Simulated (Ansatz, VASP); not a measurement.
# One calculation of Cu, two programs

```
CELL_PARAMETERS angstrom
0.00000 1.80750 1.80750
1.84365 0.00000 1.80750
1.84365 1.80750 0.00000
ATOMIC_POSITIONS crystal
Cu 0.00000 0.00000 0.00000
```

Change from the starting cell: strain +0.0200 x Voigt [1, 0, 0, 0, 0, 0], atoms carried along.

Alike in both runs: task single point; functional PBE; k mesh 22 × 22 × 22; occupations gaussian, width 0.15 eV; no spin polarisation.

|  | VASP | Ansatz |
| --- | --- | --- |
| version | VASP 6.6.1 | Ansatz 0.2.0 |
| potentials or method | VASP PAW PBE potentials, release 64 (Cu), cutoff 520 eV | scalar-relativistic, plane waves, PAW |
| valence electrons in the cell | 11 | 19 |

Ansatz gave:

| Item | Value |
| --- | --- |
| gap on the k mesh at the Fermi level (eV) | none |
| pressure (GPa) | -1.0 |
| traceless stress, the component that is largest in VASP (GPa) | -0.80 |

Question: Which values does VASP return?

Answer: gap on the k mesh at the Fermi level (eV): none; pressure (GPa): -0.5; traceless stress, the component that is largest in VASP (GPa): -0.79.

A gap of «none» marks a metal or a gap that the smearing closes. VASP's potentials hold 11 valence electrons a cell and Ansatz's 19, so a difference there can come from the potentials and not from the codes.
